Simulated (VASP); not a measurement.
Set up this calculation in VASP 6.6.1, as the native input.

- Task: relaxation of cell and atoms
- Functional: PBE
- Potentials or basis: VASP PAW PBE potentials, release 64 (Ag, Pb_d)
- Cutoff: 600 eV
- k mesh: 4 × 4 × 4
- Occupations: gaussian, width 0.1 eV
- Spin: no spin polarisation
- Dipole correction: no
- Further INCAR settings: ALGO = Fast; EDIFF = 1e-06; IBRION = 2; EDIFFG = -0.04; NSW = 90; ISIF = 3

The structure of Ag2Pb lies in POSCAR:

```
Ag2Pb
1.0
    4.3936420241      0.0000000000      0.0000000000
    0.0000000000      4.3936420241      0.0000000000
    0.0000000000      0.0000000000      6.7038260443
Ag Pb
4 2
Direct
    0.0000000000      0.0000000000      0.0000000000
    0.5000000000      0.5000000000      0.0000000000
    0.0000000000      0.5000000000      0.2700000000
    0.5000000000      0.0000000000      0.7300000000
    0.0000000000      0.5000000000      0.7000000000
    0.5000000000      0.0000000000      0.3000000000
```

The input as run:

INCAR

```
SYSTEM = Ag2Pb
PREC = Accurate ; ENCUT = 600
EDIFF = 1E-6 ; ISMEAR = 0
SIGMA = 0.1 ; LREAL = .FALSE.
LASPH = .TRUE. ; NELM = 60
ALGO = Fast ; ISIF = 3
LWAVE = .FALSE. ; LCHARG = .FALSE.
GGA = PE ; IBRION = 2
NSW = 90 ; EDIFFG = -0.04
```

KPOINTS

```
regular mesh
0
G
  4 4 4
  0 0 0
```

Potentials or basis: VASP PAW PBE potentials, release 64 (Ag, Pb_d).

The run is started by

```sh
$ cat potpaw_PBE.64/Ag/POTCAR potpaw_PBE.64/Pb_d/POTCAR > POTCAR
$ mpirun -np 1 vasp_std > vasp.out
```

Results of the run:

```
Relaxed volume                        : 22.73 Å³/atom
Relaxed cell                          : a = 4.266 Å, b = 4.266 Å, c = 7.492 Å, α = 90.00°, β = 90.00°, γ = 90.00°
Space group after relaxing (to 0.1 Å) : P4/nmm (No. 129)
Energy gained by relaxing             : 59.1 meV/atom
Ionic steps                           : 13
Pressure after relaxing               : 0.1 GPa
Largest force after relaxing          : 0.009 eV/Å
Band gap on the k mesh                : zero (bands 36 and 37 overlap by 2.23 eV)
```

Caveat: spin-orbit coupling is left out, which moves the levels of the heavy elements.

Run time: 9.6 min on 1 thread of Intel(R) Xeon(R) 6975P-C (Granite Rapids), on a shared host, peak memory 0.35 GiB.
